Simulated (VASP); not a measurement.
Crystal: Te5Pd.

```
CELL_PARAMETERS angstrom
0.00000 4.55233 4.55233
4.55233 0.00000 4.55233
4.55233 4.55233 0.00000
ATOMIC_POSITIONS crystal
Te 0.37500 0.37500 0.87500
Te 0.37500 0.87500 0.37500
Te 0.87500 0.37500 0.37500
Te 0.37500 0.37500 0.37500
Te 0.75000 0.75000 0.75000
Pd 0.00000 0.00000 0.00000
```

The cell was built from a structure type or drawn by symmetry, and may not be a known phase.

- Program: VASP 6.6.1
- Task: relaxation of cell and atoms
- Functional: PBE
- Potentials or basis: VASP PAW PBE potentials, release 64 (Te, Pd)
- Cutoff: 600 eV
- k mesh: 8 × 8 × 8
- Occupations: gaussian, width 0.1 eV
- Spin: no spin polarisation

At the start: pressure -3.3 GPa; volume 31.45 Å³/atom.

Question: How do energy, volume and symmetry change on relaxing?

Answer: Over 3 steps the energy falls by 29.0 meV/atom and the volume is 28.86 Å³/atom (-8.2 %); space group F-43m (No. 216, to 0.1 Å) before and after.

Step by step:
```csv
step,energy change (eV),largest force (eV/Å),pressure (GPa),volume (Å³)
1,0.0000,0.0178,-3.30,188.68
2,-0.1715,0.0037,0.47,171.53
3,-0.1740,0.0007,0.04,173.17
```

Final structure:
```
Te Pd
1.0
     0.00000    4.42396    4.42396
     4.42396    0.00000    4.42396
     4.42396    4.42396    0.00000
Te Pd
5 1
Direct
  0.37505 0.37505 0.87485
  0.37505 0.87485 0.37505
  0.87485 0.37505 0.37505
  0.37505 0.37505 0.37505
  0.75000 0.75000 0.75000
  0.00000 0.00000 0.00000
```
